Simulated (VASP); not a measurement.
Here is a VASP 6.6.1 calculation.

Contents of INCAR:

```
  ALGO = Normal
  EDIFF = 1E-6
  ENCUT = 520
  GGA = RE
  ISIF = 2
  ISMEAR = -1
  LASPH = T
  LCHARG = F
  LREAL = F
  LWAVE = F
  NBANDS = 13
  NELM = 80
  PREC = Accurate
  SIGMA = 0.1
```

Contents of KPOINTS:

```
k-points
0
Gamma
  15 15 15
```

The input POSCAR:

```
W
1.0
    0.0000000000      1.9407162030      1.9407162030
    1.9407162030      0.0000000000      1.9407162030
    1.9407162030      1.9407162030      0.0000000000
W
1
Direct
    0.0000000000      0.0000000000      0.0000000000
```

Potentials or basis: VASP PAW PBE potentials, release 64 (W_sv).

Launch:

```sh
$ cat potpaw_PBE.64/W_sv/POTCAR > POTCAR
$ mpirun -np 1 vasp_std > vasp.out
```

Estimate the band gap on the k mesh.

zero (band 7 reaches 15.76 eV, above the bottom of band 8 at 11.50 eV).

What does it give for the pressure?

46.2 GPa.

Caveat: the PAW data sets were made with another functional, which shifts forces and pressure a little; spin-orbit coupling is left out, which moves the levels of the heavy elements.
